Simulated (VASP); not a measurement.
# Br (P3_121) in VASP: notebook

Br is run at these levels: r2SCAN; tasks: single point.

All numbers are computed with VASP 6.6.1; they aren't measurements. Logs are shortened: lines on timing, memory, paths and dates and some standing lists are left out, and cuts for length are marked.

### 1 The cell of the first run

Symmetry: P3_121, No. 152, trigonal system. Conventional cell: a = 4.621 Å, b = 4.621 Å, c = 5.242 Å, α = 90.00°, β = 90.00°, γ = 120.00°. Within 3.3 Å of Br (site symmetry 2) lie 2 Br at 2.51 Å.

### 2 Single point, r2SCAN

Contents of POSCAR:

```
Br
1.0
    4.6206975968      0.0000000000      0.0000000000
   -2.3103487985      4.0016415021      0.0000000000
    0.0000000000      0.0000000000      5.2423361008
Br
3
Direct
    0.2254000000      0.0000000000      0.3333333333
    0.0000000000      0.2254000000      0.6666666667
    0.7746000000      0.7746000000      0.0000000000
```

Contents of INCAR.step1:

```
  PREC = Accurate
  ENCUT = 520
  ISMEAR = 0
  SIGMA = 0.1
  LREAL = False
  LASPH = True
  NELM = 80
  NBANDS = 18
  GGA = PE
  ALGO = Normal
  EDIFF = 1E-4
  LWAVE = True
  LCHARG = False
```

Contents of INCAR.step2:

```
  PREC = Accurate
  ENCUT = 520
  EDIFF = 1E-6
  ISMEAR = 0
  SIGMA = 0.1
  LREAL = False
  LASPH = True
  NELM = 80
  ALGO = Normal
  ISIF = 2
  LWAVE = False
  LCHARG = False
  METAGGA = R2SCAN
  LMIXTAU = True
  NBANDS = 18
  ISTART = 1
```

Contents of KPOINTS:

```
Automatic mesh
0
Gamma
  6 6 4
```

Potentials or basis: VASP PAW PBE potentials, release 64 (Br).

On the command line:

```bash
$ cat potpaw_PBE.64/Br/POTCAR > POTCAR
$ cp INCAR.step1 INCAR
$ mpirun -np 1 vasp_std > vasp.out
$ cp INCAR.step2 INCAR
$ mpirun -np 1 vasp_std > vasp.out
```

OUTCAR:

```text
PREC = Accurate
   ENCUT = 520
   EDIFF = 1E-6
   ISMEAR = 0
   LREAL = False
   LASPH = True
   NELM = 80
   ISIF = 2
   METAGGA = R2SCAN
   ISTART = 1

 ion  position               nearest neighbor table
   1  0.225  0.000  0.333-   3 2.51   2 2.51
   2  0.000  0.225  0.667-   3 2.51   1 2.51
   3  0.775  0.775  0.000-   1 2.51   2 2.51

  LATTYP: Found a hexagonal cell.
 ALAT       =     4.6206975968
 C/A-ratio  =     1.1345334749

  Lattice vectors:

 A1 = (   4.6206975968,   0.0000000000,   0.0000000000)
 A2 = (  -2.3103487985,   4.0016415021,   0.0000000000)
 A3 = (   0.0000000000,   0.0000000000,   5.2423361008)

Analysis of symmetry for initial positions (statically):
=====================================================================
 Subroutine PRICEL returns:
 Original cell was already a primitive cell.

 Routine SETGRP: Setting up the symmetry group for a
 hexagonal supercell.

 Subroutine GETGRP returns: Found  6 space group operations
 (whereof  2 operations were pure point group operations)
 out of a pool of 24 trial point group operations.

The static configuration has the point symmetry C_2 .
 The point group associated with its full space group is D_3 .

Analysis of symmetry for dynamics (positions and initial velocities):
=====================================================================
 Subroutine PRICEL returns:
 Original cell was already a primitive cell.

 Routine SETGRP: Setting up the symmetry group for a
 hexagonal supercell.

 Subroutine GETGRP returns: Found  6 space group operations
 (whereof  2 operations were pure point group operations)
 out of a pool of 24 trial point group operations.

The dynamic configuration has the point symmetry C_2 .
 The point group associated with its full space group is D_3 .

 Subroutine INISYM returns: Found  6 space group operations
 (whereof  2 operations are pure point group operations),
 and found     1 'primitive' translations

----------------------------------------------------------------------------------------

                                     Primitive cell

[... 84 lines left out ...]
   ICHARG =      0    charge: 1-file 2-atom 10-const
   ISPIN  =      1    spin polarized calculation?
   LNONCOLLINEAR =      F non collinear calculations
   LSORBIT =      F    spin-orbit coupling
   LASPH  =      T    aspherical Exc in radial PAW
   ENCUT  =  520.0 eV  38.22 Ry    6.18 a.u.   8.59  8.59  9.75*2*pi/ulx,y,z
   NELM   =     80;   NELMIN=  2; NELMDL=  0     # of ELM steps
   EDIFF  = 0.1E-05   stopping-criterion for ELM
   LREAL  =      F    real-space projection
   EDIFFG = 0.1E-04   stopping-criterion for IOM
   NSW    =      0    number of steps for IOM
   IBRION =     -1    ionic relax: 0-MD 1-quasi-New 2-CG
   NFREE  =      0    steps in history (QN), initial steepest desc. (CG)
   ISIF   =      2    stress and relaxation
   ISYM   =      2    0-nonsym 1-usesym 2-fastsym
   POTIM  = 0.5000    time-step for ionic-motion
   TEBEG  =    0.0;   TEEND  =   0.0 temperature during run
   PSTRESS=    0.0 pullay stress
   NELECT =      21.0000    total number of electrons
   NUPDOWN=      -1.0000    fix difference up-down
   EMIN   =  10.00;   EMAX   =-10.00  energy-range for DOS
   EFERMI =   0.00;   METHOD = LEGACY
   ISMEAR =     0;   SIGMA  =   0.10  broadening in eV -4-tet -1-fermi 0-gaus
   EFERMI_NEDOS =   21; number of points for ismear=-14 and -15
   IALGO  =     38    algorithm
   IMIX   =      4    mixing-type and parameters
     AMIX     =   0.40;   BMIX     =  1.00
     AMIX_MAG =   1.60;   BMIX_MAG =  1.00
  volume/ion in A,a.u.               =      32.31       218.04
  Fermi-wavevector in a.u.,A,eV,Ry     =   0.983236  1.858046 13.153471  0.966753
  Thomas-Fermi vector in A             =   2.114379
   LORBIT       =      0    0 simple, 1 ext, 2 COOP (PROOUT), +10 PAW based schemes
   METAGGA = R2SCAN    functional components
   LHFCALC =     F    Hartree Fock is set to
   AEXX    =    0.0000 exact exchange contribution
   IVDW    =     0    specifies the selected vdW correction
   LEPSILON=     F    determine dielectric tensor
   LRPA    =     F    only Hartree local field effects (RPA)
 non-spin polarized calculation
 Gauss-broadening in eV      SIGMA  =   0.10
  energy-cutoff  :      520.00
  volume of cell :       96.93
 maximum number of plane-waves:      2636
 NGX is ok and might be reduce to    36
   NGX = 17   NGY = 17   NGZ = 19

 number of electron      20.9999998 magnetization

 Free energy of the ion-electron system (eV)
  ---------------------------------------------------
  ext. energy  EPLUGINS =         0.00000000
  ---------------------------------------------------
  free energy    TOTEN  =       -37.23381659 eV

  energy without entropy =      -37.21043357  energy(sigma->0) =      -37.22212508

 E-fermi :   1.0586     XC(G=0):  -8.5073

 val. band max:        1.0478732835   @ k =   0.3333   0.1667   0.0000
 cond. band min:       1.0600358018   @ k =   0.0000   0.0000   0.0000
 fundamental gap:      0.0121625183
 Fermi energy:         1.0585641163

 k-point     1 :       0.0000    0.0000    0.0000
  band No.  band energies     occupation
      1     -16.8252      2.00000
      2     -14.1004      2.00000
      3     -14.1004      2.00000
      4      -4.3081      2.00000
      5      -4.3081      2.00000
      6      -3.6619      2.00000
[... 481 lines left out ...]
      5      -4.5330      2.00000
      6      -4.5330      2.00000
[... 10 lines left out ...]
     17      11.4039      0.00000
     18      11.4039      0.00000

------------------------ aborting loop because EDIFF is reached ----------------------------------------

  FORCE on cell =-STRESS in cart. coord.  units (eV):
  Direction    XX          YY          ZZ          XY          YZ          ZX
  --------------------------------------------------------------------------------------
  -------------------------------------------------------------------------------------
  Total        2.1725024      2.1725024      8.9631805     -0.0000000     -0.0000000      0.0000000
  in kB       35.9087474     35.9087474    148.1501653     -0.0000000     -0.0000000      0.0000000
  external PRESSURE =      73.3225534 kB  Pullay stress =       0.0000000 kB

 VOLUME and BASIS-vectors are now :
 -----------------------------------------------------------------------------
  energy-cutoff  :      520.00
  volume of cell :       96.93
      direct lattice vectors                 reciprocal lattice vectors
     4.620697597  0.000000000  0.000000000     0.216417538  0.124948724  0.000000000
    -2.310348799  4.001641502  0.000000000     0.000000000  0.249897448  0.000000000
     0.000000000  0.000000000  5.242336101     0.000000000  0.000000000  0.190754652

 POSITION                                       TOTAL-FORCE (eV/Angst)
 -----------------------------------------------------------------------------------
      1.04151      0.00000      1.74745         1.625694      0.000000     -0.000000
     -0.52075      0.90197      3.49489        -0.812847      1.407892      0.000000
      1.78960      3.09967      0.00000        -0.812847     -1.407892      0.000000
 -----------------------------------------------------------------------------------
    total drift:                                0.000004      0.000006     -0.000000

  FREE ENERGIE OF THE ION-ELECTRON SYSTEM (eV)
  ---------------------------------------------------
  free  energy   TOTEN  =       -37.2338165887 eV

  energy  without entropy=      -37.2104335681  energy(sigma->0) =      -37.22212508
```

It took 2.7 min on 1 thread of Oxide Virtual Turin-like, shared host; peak memory 0.19 GiB.

Results:

- Free energy: -37.2338 eV
- Pressure: 7.3 GPa
- Largest force: 1.626 eV/Å
- Band gap on the k mesh: zero (an odd number of electrons rules out a gap without spin polarisation)

Forces on the atoms (eV/Å):
```
Br   1.626  0.000  0.000
Br  -0.813  1.408  0.000
Br  -0.813 -1.408  0.000
```

Caveat: the cell stands under pressure; the PAW data sets were made with another functional, which shifts forces and pressure a little; an odd number of electrons without spin polarisation forces a metal; a magnetic or distorted state may lie lower.

### 3 Single point, r2SCAN

This run uses another cell than the first one, of 35.97 Å³/atom.

Contents of POSCAR:

```
Br
1.0
    4.1101568656      0.0000000001      0.0000000000
   -2.0550784328      3.5595002591      0.0000000000
    0.0000000000      0.0000000000      7.3758587176
Br
3
Direct
    0.0940561646      0.0000000000      0.3333333333
    0.0000000000      0.0940561646      0.6666666667
    0.9059438354      0.9059438354      0.0000000000
```

Contents of INCAR.step1:

```
  ALGO = Normal
  EDIFF = 1E-4
  ENCUT = 520
  GGA = PE
  ISMEAR = 0
  LASPH = T
  LCHARG = F
  LREAL = F
  LWAVE = T
  NBANDS = 18
  NELM = 80
  PREC = Accurate
  SIGMA = 0.1
```

Contents of INCAR.step2:

```
  ALGO = Normal
  EDIFF = 1E-6
  ENCUT = 520
  ISIF = 2
  ISMEAR = 0
  ISTART = 1
  LASPH = T
  LCHARG = F
  LMIXTAU = T
  LREAL = F
  LWAVE = F
  METAGGA = R2SCAN
  NBANDS = 18
  NELM = 80
  PREC = Accurate
  SIGMA = 0.1
```

Contents of KPOINTS:

```
k-points
0
Gamma
  6 6 4
```

Potentials or basis: VASP PAW PBE potentials, release 64 (Br).

On the command line:

```bash
$ cat potpaw_PBE.64/Br/POTCAR > POTCAR
$ cp INCAR.step1 INCAR
$ mpirun -np 1 vasp_std > vasp.out
$ cp INCAR.step2 INCAR
$ mpirun -np 1 vasp_std > vasp.out
```

Wall time 4 min (1 thread of Oxide Virtual Turin-like, shared host); peak memory 0.22 GiB.

It converged, with:

```
Free energy            : -39.4573 eV
Pressure               : 0.1 GPa
Largest force          : 0.005 eV/Å
Band gap on the k mesh : zero (an odd number of electrons rules out a gap without spin polarisation)
```

Forces in eV/Å, atoms in the order of the input:
```
Br  -0.005  0.000  0.000
Br   0.003 -0.004  0.000
Br   0.003  0.004  0.000
```

Stress tensor (GPa, compression positive):
```
0.00 0.00 0.00
0.00 0.00 0.00
0.00 0.00 0.33
```

Levels at points of the mesh, in eV from the Fermi level:
| k point | band 7 | band 8 | band 9 | band 10 | band 11 | band 12 | band 13 | band 14 |
| --- | --- | --- | --- | --- | --- | --- | --- | --- |
| (0.00, 0.00, 0.00) | -2.09 | -1.17 | -0.73 | -0.52 | -0.52 | 3.76 | 5.55 | 7.69 |
| (0.50, 0.00, 0.00) | -2.46 | -1.88 | -1.71 | -0.94 | -0.75 | 3.55 | 7.03 | 8.63 |
| (0.00, 0.00, 0.50) | -1.83 | -1.58 | -0.45 | -0.45 | 1.20 | 1.20 | 6.16 | 6.16 |
| (0.50, 0.00, 0.50) | -2.28 | -2.12 | -1.24 | -0.66 | 1.14 | 1.30 | 7.32 | 7.64 |

Caveat: the PAW data sets were made with another functional, which shifts forces and pressure a little; an odd number of electrons without spin polarisation forces a metal; a magnetic or distorted state may lie lower.
